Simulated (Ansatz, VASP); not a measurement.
## Two plane-wave programs on MnO

The input POSCAR:

```
MnO
1.0
    0.0000000000      2.2675248097      2.2675248097
    2.2675248097      0.0000000000      2.2675248097
    2.2675248097      2.2675248097      0.0000000000
Mn O
1 1
Direct
    0.0000000000      0.0000000000      0.0000000000
    0.5000000000      0.5000000000      0.5000000000
```

Contents of INCAR.step1:

```
  ALGO = Normal
  EDIFF = 1E-4
  ENCUT = 520
  GGA = PE
  ISMEAR = -1
  ISPIN = 2
  LASPH = True
  LCHARG = False
  LMAXMIX = 4
  LREAL = False
  LWAVE = True
  MAGMOM = 4 0
  NBANDS = 20
  NELM = 150
  PREC = Accurate
  SIGMA = 0.05
```

The input INCAR.step2:

```
  ALGO = Normal
  EDIFF = 1E-6
  ENCUT = 520
  ISIF = 2
  ISMEAR = -1
  ISPIN = 2
  ISTART = 1
  LASPH = True
  LCHARG = False
  LMAXMIX = 4
  LMIXTAU = True
  LORBIT = 11
  LREAL = False
  LWAVE = False
  MAGMOM = 4 0
  METAGGA = R2SCAN
  NBANDS = 20
  NELM = 150
  PREC = Accurate
  SIGMA = 0.05
```

Contents of KPOINTS:

```
k-points
0
Gamma
  10 10 10
```

The input input.yaml:

```yaml
crystal:
  lattice:
    - [0.0, 2.2675248097, 2.2675248097]
    - [2.2675248097, 0.0, 2.2675248097]
    - [2.2675248097, 2.2675248097, 0.0]
  atoms:
    - { symbol: Mn, position: [0.0, 0.0, 0.0], spin: 4.0 }
    - { symbol: O, position: [0.5, 0.5, 0.5] }
hamiltonian:
  xc: r2scan
  pseudopotentials: { kind: paw }
magnetization:
  spin_polarized: true
kpoints:
  mp_grid: { grid: [10, 10, 10] }
scf:
  occupations: { method: fermi_dirac, width: 0.05 }
output:
  forces: true
  stress: true
  eigenvalues: true
  write_density: true
  write_potential: true
  elf: true
  volumetric_format: npy
```

Alike in both runs: task single point; functional r2SCAN; k mesh 10 × 10 × 10; occupations fermi-dirac, width 0.05 eV; collinear spin.

```csv
,VASP,Ansatz
version,VASP 6.6.1,Ansatz 0.2.0
potentials or method,"VASP PAW PBE potentials, release 64 (Mn_pv, O)",Ansatz PAW
plane-wave cutoff (eV),520,500
valence electrons in the cell,19,21
```

VASP gave:

- gap on the k mesh at the Fermi level (eV): none
- pressure (GPa): -8.2
- net moment per atom (μB): 2.50
- size of the moment on the site where the two differ most (μB): 4.56

**Question.** Which values does Ansatz return?

**Answer.** gap on the k mesh at the Fermi level (eV): none; pressure (GPa): -8.4; net moment per atom (μB): 2.50; size of the moment on the site where the two differ most (μB): 4.31.

VASP's potentials were made for PBE, not for r2SCAN. Site moments also hang on the region over which each program counts them. A gap of «none» marks a metal or a gap that the smearing closes. VASP's potentials hold 19 valence electrons a cell and Ansatz's 21, so a difference there can come from the potentials and not from the codes.

Noted on Ansatz's run: the magnetic or orbital state may not be the lowest.
